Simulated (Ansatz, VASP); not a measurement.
**Two plane-wave programs on Al**

```
CELL_PARAMETERS angstrom
2.76937 0.00000 0.00000
-1.38468 2.39834 0.00000
0.00000 0.00000 8.99847
ATOMIC_POSITIONS crystal
Al 0.66667 0.33333 0.75000
Al 0.00000 0.00000 0.50000
Al 0.33333 0.66667 0.25000
Al 0.00000 0.00000 0.00000
```

Alike in both runs: task single point; functional PBE; k mesh 11 × 11 × 3; occupations fermi-dirac, width 0.05 eV; no spin polarisation.

```csv
,VASP,Ansatz
version,VASP 6.6.1,Ansatz 0.2.0
potentials or method,"VASP PAW PBE potentials, release 64 (Al)",Ansatz PAW
plane-wave cutoff (eV),520,420
valence electrons in the cell,12,12
```

Ansatz gave:

* gap on the k mesh at the Fermi level (eV): none
* pressure (GPa): 10.0
* traceless stress, the component that is largest in VASP (GPa): 1.53

Question: What did VASP give for the same quantities?

Answer: gap on the k mesh at the Fermi level (eV): none; pressure (GPa): 9.9; traceless stress, the component that is largest in VASP (GPa): 1.54.

A gap of «none» marks a metal or a gap that the smearing closes.
